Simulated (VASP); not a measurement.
A run of VASP 6.6.1 is set up as follows.

The input INCAR:

```
PREC = Accurate
ENCUT = 520
EDIFF = 1E-6
ISMEAR = 0
SIGMA = 0.1
LREAL = F
LASPH = T
NELM = 80
ALGO = Normal
ISIF = 2
LWAVE = F
LCHARG = T
LDIPOL = T
IDIPOL = 3
DIPOL = 0.5 0.5 0.304
GGA = PE
LELF = T
LVHAR = T
LVACPOTAV = T
NBANDS = 36
```

Contents of KPOINTS:

```
regular mesh
0
Gamma
  6 6 1
```

POSCAR

```
Al6N
1.0
    5.7143028096      0.0000000000      0.0000000000
   -2.8571514048      4.9487313980      0.0000000000
    0.0000000000      0.0000000000     22.6016424610
Al N
12 2
Direct
    0.3333333333      0.1666666667      0.1769782885
    0.3333333333      0.6666666667      0.1769782885
    0.8333333333      0.1666666667      0.1769782885
    0.8333333333      0.6666666667      0.1769782885
    0.1666666667      0.3333333333      0.2787817905
    0.1666666667      0.8333333333      0.2787817905
    0.6666666667      0.3333333333      0.2787817905
    0.6666666667      0.8333333333      0.2787817905
    0.0000000000      0.0000000000      0.3805759903
    0.0000000000      0.5000000000      0.3805759903
    0.5000000000      0.0000000000      0.3805759903
    0.5000000000      0.5000000000      0.3805759903
    0.4125002618      0.5000000000      0.4584464372
    0.5874997382      0.5000000000      0.4584464372
```

Potentials or basis: VASP PAW PBE potentials, release 64 (Al, N).

The run is started by

```console
$ cat potpaw_PBE.64/Al/POTCAR potpaw_PBE.64/N/POTCAR > POTCAR
$ mpirun -np 1 vasp_std > vasp.out
```

(1) Estimate the largest force.

(2) Predict the band gap on the k mesh.

Answers

(1) 34.300 eV/Å.

(2) zero (bands 23 and 24 overlap by 0.70 eV).

Caveat: the standard files for N, O and F lose accuracy on very short bonds.
